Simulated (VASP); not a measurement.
# KMgF3 in VASP: further runs

Aim: see how the results for KMgF3 move with the level of theory and the settings. Levels: PBE, LDA, PBEsol. Tasks: single point, relaxation of cell and atoms.

All numbers are computed with VASP 6.6.1; they aren't measurements. Logs are shortened: lines on timing, memory, paths and dates and some standing lists are left out, and cuts for length are marked.

### Step 1. The cell of the first run

It takes space group Cmmm (No. 65, orthorhombic). Conventional cell: a = 5.609 Å, b = 5.665 Å, c = 3.986 Å, α = 90.00°, β = 90.00°, γ = 90.00°. Within 3.7 Å of K (site symmetry mmm) lie 12 F at 2.80 to 2.83 Å and 8 Mg at 3.44 to 3.46 Å. Mg (site symmetry mmm) has 6 F at 1.99 Å within 2.6 Å. Within 2.6 Å of F (site symmetry mmm) lie 2 Mg at 1.99 Å. Within 2.6 Å of F (site symmetry 2/m) lie 2 Mg at 1.99 Å.

### Step 2. Single point, PBE

INCAR reads:

```
SYSTEM = KMgF3
PREC = Accurate ; ENCUT = 520
EDIFF = 1E-6 ; ISMEAR = -1
SIGMA = 0.05 ; LREAL = .False.
LASPH = .True. ; NELM = 80
ALGO = Normal ; ISIF = 2
LWAVE = .False. ; LCHARG = .True.
GGA = PE ; LELF = .True.
LVHAR = .True. ; NBANDS = 24
```

KPOINTS reads:

```
regular mesh
0
Gamma
  6 6 6
  0 0 0
```

POSCAR reads:

```
KMgF3
1.0
    3.9859000000      0.0199295000      0.0000000000
    0.0199295000      3.9859000000      0.0000000000
    0.0000000000      0.0000000000      3.9859000000
K Mg F
1 1 3
Direct
    0.5000000000      0.5000000000      0.5000000000
    0.0000000000      0.0000000000      0.0000000000
    0.0000000000      0.0000000000      0.5000000000
    0.0000000000      0.5000000000      0.0000000000
    0.5000000000      0.0000000000      0.0000000000
```

Potentials or basis: VASP PAW PBE potentials, release 64 (K_sv, Mg, F).

Command:

```
$ cat potpaw_PBE.64/K_sv/POTCAR potpaw_PBE.64/Mg/POTCAR potpaw_PBE.64/F/POTCAR > POTCAR
$ mpirun -np 1 vasp_std > vasp.out
```

OUTCAR:

```text
SYSTEM = KMgF3
   PREC = Accurate
   ENCUT = 520
   EDIFF = 1E-6
   ISMEAR = -1
   LREAL = .False.
   LASPH = .True.
   NELM = 80
   ISIF = 2
   GGA = PE

 ion  position               nearest neighbor table
   1  0.500  0.500  0.500-   3 2.80   3 2.80   4 2.82   5 2.82   4 2.82   5 2.82   5 2.82   5 2.82
                             4 2.82   4 2.82   3 2.83   3 2.83   2 3.44   2 3.44   2 3.44   2 3.44
   2  0.000  0.000  0.000-   3 1.99   3 1.99   5 1.99   4 1.99   4 1.99   5 1.99   1 3.44   1 3.44
                             1 3.44   1 3.44   1 3.46   1 3.46   1 3.46   1 3.46
   3  0.000  0.000  0.500-   2 1.99   2 1.99   1 2.80   1 2.80   1 2.83   1 2.83
   4  0.000  0.500  0.000-   2 1.99   2 1.99   1 2.82   1 2.82   1 2.82   1 2.82
   5  0.500  0.000  0.000-   2 1.99   2 1.99   1 2.82   1 2.82   1 2.82   1 2.82

  LATTYP: Found a base centered orthorhombic cell.
 ALAT       =     5.6087292691
 B/A-ratio  =     1.0100502513
 C/A-ratio  =     0.7106600816

  Lattice vectors:

 A1 = (  -0.0199295000,  -3.9859000000,   0.0000000000)
 A2 = (   3.9859000000,   0.0199295000,   0.0000000000)
 A3 = (   0.0000000000,   0.0000000000,   3.9859000000)

Analysis of symmetry for initial positions (statically):
=====================================================================
 Subroutine PRICEL returns:
 Original cell was already a primitive cell.

 Routine SETGRP: Setting up the symmetry group for a
 base centered orthorhombic supercell.

 Subroutine GETGRP returns: Found  8 space group operations
 (whereof  8 operations were pure point group operations)
 out of a pool of  8 trial point group operations.

The static configuration has the point symmetry D_2h.

Analysis of symmetry for dynamics (positions and initial velocities):
=====================================================================
 Subroutine PRICEL returns:
 Original cell was already a primitive cell.

 Routine SETGRP: Setting up the symmetry group for a
 base centered orthorhombic supercell.

 Subroutine GETGRP returns: Found  8 space group operations
 (whereof  8 operations were pure point group operations)
 out of a pool of  8 trial point group operations.

The dynamic configuration has the point symmetry D_2h.

 Subroutine INISYM returns: Found  8 space group operations
 (whereof  8 operations are pure point group operations),
 and found     1 'primitive' translations

----------------------------------------------------------------------------------------

                                     Primitive cell

  volume of cell :      63.3240

  direct lattice vectors                    reciprocal lattice vectors
     3.985900000  0.019929500  0.000000000     0.250890640 -0.001254453  0.000000000
     0.019929500  3.985900000  0.000000000    -0.001254453  0.250890640  0.000000000
     0.000000000  0.000000000  3.985900000     0.000000000  0.000000000  0.250884367

  length of vectors
     3.985949823  3.985949823  3.985900000     0.250893776  0.250893776  0.250884367

  position of ions in fractional coordinates (direct lattice)
     0.500000000  0.500000000  0.500000000
     0.000000000  0.000000000  0.000000000
     0.000000000  0.000000000  0.500000000
     0.000000000  0.500000000  0.000000000
     0.500000000  0.000000000  0.000000000

  ion indices of the primitive-cell ions
   primitive index   ion index
                 1           1
                 2           2
                 3           3
                 4           4
                 5           5

----------------------------------------------------------------------------------------

 KPOINTS: regular mesh

Automatic generation of k-mesh.
 Grid dimensions read from file:
 generate k-points for:    6    6    6

 Generating k-lattice:

  Cartesian coordinates                     Fractional coordinates (reciprocal lattice)
     0.041815107 -0.000209076  0.000000000     0.166666667 -0.000000000  0.000000000
    -0.000209076  0.041815107  0.000000000    -0.000000000  0.166666667  0.000000000
     0.000000000  0.000000000  0.041814061     0.000000000  0.000000000  0.166666667

  Length of vectors
     0.041815629  0.041815629  0.041814061

  Shift w.r.t. Gamma in fractional coordinates (k-lattice)
     0.000000000  0.000000000  0.000000000

 Subroutine IBZKPT returns following result:
 ===========================================

 Found     52 irreducible k-points:

 Following reciprocal coordinates:
            Coordinates               Weight
  0.000000  0.000000  0.000000      1.000000
  0.166667  0.000000  0.000000      4.000000
  0.333333  0.000000  0.000000      4.000000
  0.500000  0.000000  0.000000      2.000000
  0.166667  0.166667  0.000000      2.000000
  0.333333  0.166667  0.000000      4.000000
[... 16 lines left out ...]
  0.333333  0.333333  0.166667      4.000000
  0.500000  0.333333  0.166667      8.000000
 [... further k-points ...]
   k-points           NKPTS =     52   k-points in BZ     NKDIM =     52   number of bands    NBANDS=     24
   number of dos      NEDOS =    301   number of ions     NIONS =      5
   total plane-waves  NPLWV =  27000
   dimension x,y,z NGX =    30 NGY =   30 NGZ =   30
   dimension x,y,z NGXF=    60 NGYF=   60 NGZF=   60
   ions per type =               1   1   3
   NGX,Y,Z   is equivalent  to a cutoff of  12.51, 12.51, 12.51 a.u.
   NGXF,Y,Z  is equivalent  to a cutoff of  25.02, 25.02, 25.03 a.u.
 SYSTEM =  KMgF3
   PREC   = accura    normal or accurate (medium, high low for compatibility)
   ISTART =      0    job   : 0-new  1-cont  2-samecut
   ICHARG =      2    charge: 1-file 2-atom 10-const
   ISPIN  =      1    spin polarized calculation?
   LNONCOLLINEAR =      F non collinear calculations
   LSORBIT =      F    spin-orbit coupling
   LASPH  =      T    aspherical Exc in radial PAW
   ENCUT  =  520.0 eV  38.22 Ry    6.18 a.u.   7.41  7.41  7.41*2*pi/ulx,y,z
   NELM   =     80;   NELMIN=  2; NELMDL= -5     # of ELM steps
   EDIFF  = 0.1E-05   stopping-criterion for ELM
   LREAL  =      F    real-space projection
   EDIFFG = 0.1E-04   stopping-criterion for IOM
   NSW    =      0    number of steps for IOM
   IBRION =     -1    ionic relax: 0-MD 1-quasi-New 2-CG
   NFREE  =      0    steps in history (QN), initial steepest desc. (CG)
   ISIF   =      2    stress and relaxation
   ISYM   =      2    0-nonsym 1-usesym 2-fastsym
   POTIM  = 0.5000    time-step for ionic-motion
   TEBEG  =    0.0;   TEEND  =   0.0 temperature during run
   PSTRESS=    0.0 pullay stress
   NELECT =      32.0000    total number of electrons
   NUPDOWN=      -1.0000    fix difference up-down
   EMIN   =  10.00;   EMAX   =-10.00  energy-range for DOS
   EFERMI =   0.00;   METHOD = LEGACY
   ISMEAR =    -1;   SIGMA  =   0.05  broadening in eV -4-tet -1-fermi 0-gaus
   EFERMI_NEDOS =   21; number of points for ismear=-14 and -15
   IALGO  =     38    algorithm
   IMIX   =      4    mixing-type and parameters
     AMIX     =   0.40;   BMIX     =  1.00
     AMIX_MAG =   1.60;   BMIX_MAG =  1.00
  volume/ion in A,a.u.               =      12.66        85.47
  Fermi-wavevector in a.u.,A,eV,Ry     =   1.303973  2.464152 23.134618  1.700346
  Thomas-Fermi vector in A             =   2.434940
   LORBIT       =      0    0 simple, 1 ext, 2 COOP (PROOUT), +10 PAW based schemes
   GGA     = PE    functional components
[... 5 lines left out ...]
 non-spin polarized calculation
  energy-cutoff  :      520.00
  volume of cell :       63.32
 maximum number of plane-waves:      1743
 NGX is ok and might be reduce to    30
   NGX = 15   NGY = 15   NGZ = 15

 number of electron      31.9999957 magnetization

 Free energy of the ion-electron system (eV)
  ---------------------------------------------------
  ext. energy  EPLUGINS =         0.00000000
  ---------------------------------------------------
  free energy    TOTEN  =       -24.41356978 eV

  energy without entropy =      -24.41356978  energy(sigma->0) =      -24.41356978

 E-fermi :  -0.5026     XC(G=0):  -9.6842

 val. band max:       -1.5978078735   @ k =   0.5000   0.5000   0.5000
 cond. band min:       5.7036042799   @ k =   0.0000   0.0000   0.0000
 fundamental gap:      7.3014121534
 Fermi energy:        -0.5026354110

 k-point     1 :       0.0000    0.0000    0.0000
  band No.  band energies     occupation
      1     -27.2548      2.00000
      2     -21.7198      2.00000
      3     -21.0665      2.00000
      4     -21.0658      2.00000
      5     -10.7520      2.00000
      6     -10.7470      2.00000
[... 16 lines left out ...]
     23      12.4145      0.00000
     24      15.3206      0.00000

 k-point     2 :       0.1667    0.0000    0.0000
  band No.  band energies     occupation
      1     -27.2477      2.00000
      2     -21.6898      2.00000
      3     -21.1028      2.00000
      4     -21.0637      2.00000
      5     -10.7445      2.00000
      6     -10.7333      2.00000
[... 16 lines left out ...]
     23      12.4094      0.00000
     24      15.1811      0.00000

 k-point     3 :       0.3333    0.0000    0.0000
  band No.  band energies     occupation
      1     -27.2335      2.00000
      2     -21.6159      2.00000
      3     -21.1906      2.00000
      4     -21.0594      2.00000
      5     -10.7360      2.00000
      6     -10.7055      2.00000
[... 16 lines left out ...]
     23      12.3625      0.00000
     24      14.7830      0.00000

 k-point     4 :       0.5000    0.0000    0.0000
  band No.  band energies     occupation
      1     -27.2264      2.00000
      2     -21.5656      2.00000
      3     -21.2477      2.00000
      4     -21.0569      2.00000
      5     -10.7324      2.00000
      6     -10.6915      2.00000
[... 16 lines left out ...]
     23      12.8185      0.00000
     24      13.9068      0.00000

 k-point     5 :       0.1667    0.1667    0.0000
  band No.  band energies     occupation
      1     -27.2413      2.00000
      2     -21.6589      2.00000
      3     -21.1149      2.00000
      4     -21.0829      2.00000
      5     -10.7683      2.00000
      6     -10.7202      2.00000
[... 16 lines left out ...]
     23      12.4791      0.00000
     24      14.5556      0.00000

 k-point     6 :       0.3333    0.1667    0.0000
  band No.  band energies     occupation
      1     -27.2281      2.00000
      2     -21.5815      2.00000
      3     -21.1925      2.00000
      4     -21.0859      2.00000
      5     -10.7694      2.00000
      6     -10.7129      2.00000
[... 16 lines left out ...]
     23      12.5015      0.00000
     24      14.1364      0.00000
[... 379 lines left out ...]
 k-point    21 :      -0.3333    0.1667    0.1667
  band No.  band energies     occupation
      1     -27.2228      2.00000
      2     -21.5454      2.00000
      3     -21.1984      2.00000
      4     -21.1089      2.00000
      5     -10.7784      2.00000
      6     -10.7538      2.00000
[... 16 lines left out ...]
     23      12.5823      0.00000
     24      14.1233      0.00000

 k-point    22 :      -0.1667    0.1667    0.1667
  band No.  band energies     occupation
      1     -27.2350      2.00000
      2     -21.6253      2.00000
      3     -21.1167      2.00000
      4     -21.1144      2.00000
      5     -10.7608      2.00000
      6     -10.7562      2.00000
[... 16 lines left out ...]
     23      12.4844      0.00000
     24      14.7209      0.00000

 k-point    23 :       0.3333    0.3333    0.1667
  band No.  band energies     occupation
      1     -27.2128      2.00000
      2     -21.4652      2.00000
      3     -21.2078      2.00000
      4     -21.1611      2.00000
      5     -10.8225      2.00000
      6     -10.7906      2.00000
[... 16 lines left out ...]
     23      12.9814      0.00000
     24      13.5633      0.00000

 k-point    24 :       0.5000    0.3333    0.1667
  band No.  band energies     occupation
      1     -27.2075      2.00000
      2     -21.3943      2.00000
      3     -21.2608      2.00000
      4     -21.1712      2.00000
      5     -10.8265      2.00000
      6     -10.8162      2.00000
[... 16 lines left out ...]
     23      12.6821      0.00000
     24      13.6844      0.00000

 [... further k-points ...]

------------------------ aborting loop because EDIFF is reached ----------------------------------------

  FORCE on cell =-STRESS in cart. coord.  units (eV):
  Direction    XX          YY          ZZ          XY          YZ          ZX
  --------------------------------------------------------------------------------------
  -------------------------------------------------------------------------------------
  Total        1.3290295      1.3290295      1.3277027     -0.1917265      0.0000000      0.0000000
  in kB       33.6261288     33.6261288     33.5925585     -4.8509236      0.0000000      0.0000000
  external PRESSURE =      33.6149387 kB  Pullay stress =       0.0000000 kB

 VOLUME and BASIS-vectors are now :
 -----------------------------------------------------------------------------
  energy-cutoff  :      520.00
  volume of cell :       63.32
      direct lattice vectors                 reciprocal lattice vectors
     3.985900000  0.019929500  0.000000000     0.250890640 -0.001254453  0.000000000
     0.019929500  3.985900000  0.000000000    -0.001254453  0.250890640  0.000000000
     0.000000000  0.000000000  3.985900000     0.000000000  0.000000000  0.250884367

 POSITION                                       TOTAL-FORCE (eV/Angst)
 -----------------------------------------------------------------------------------
      2.00291      2.00291      1.99295        -0.000000      0.000000      0.000000
      0.00000      0.00000      0.00000         0.000000      0.000000      0.000000
      0.00000      0.00000      1.99295         0.000000      0.000000      0.000000
      0.00996      1.99295      0.00000         0.000000      0.000000      0.000000
      1.99295      0.00996      0.00000         0.000000      0.000000      0.000000
 -----------------------------------------------------------------------------------
    total drift:                                0.000000     -0.000000      0.000000

  FREE ENERGIE OF THE ION-ELECTRON SYSTEM (eV)
  ---------------------------------------------------
  free  energy   TOTEN  =       -24.4135697757 eV

  energy  without entropy=      -24.4135697757  energy(sigma->0) =      -24.41356978
```

Run time: 83 s. Hardware: 1 thread of Intel Xeon Platinum 8375C at 2.90GHz (Ice Lake), shared host; peak memory 0.22 GiB.

Results:

```yaml
Free_energy: -24.4136 eV
Pressure: 3.4 GPa
Band_gap_on_the_k_mesh: 7.30 eV, indirect (least direct gap 7.61 eV)
```

Levels at points of the mesh, in eV from the valence-band top:
```
           k point  band 14  band 15  band 16  band 17  band 18  band 19
(0.00, 0.00, 0.00)    -0.34    -0.33    -0.31     7.30    10.08    10.08
(0.50, 0.00, 0.00)    -0.86    -0.53    -0.53    10.11    10.44    11.12
(0.50, 0.50, 0.00)    -0.90    -0.89    -0.02    10.91    11.70    12.62
(0.00, 0.00, 0.50)    -0.86    -0.57    -0.50    10.11    10.44    11.12
(0.50, 0.00, 0.50)    -0.90    -0.90    -0.02    10.91    11.70    12.63
(0.50, 0.50, 0.50)    -0.01     0.00     0.00    10.41    10.44    10.47
```

(Continued in part 2 of 2.)
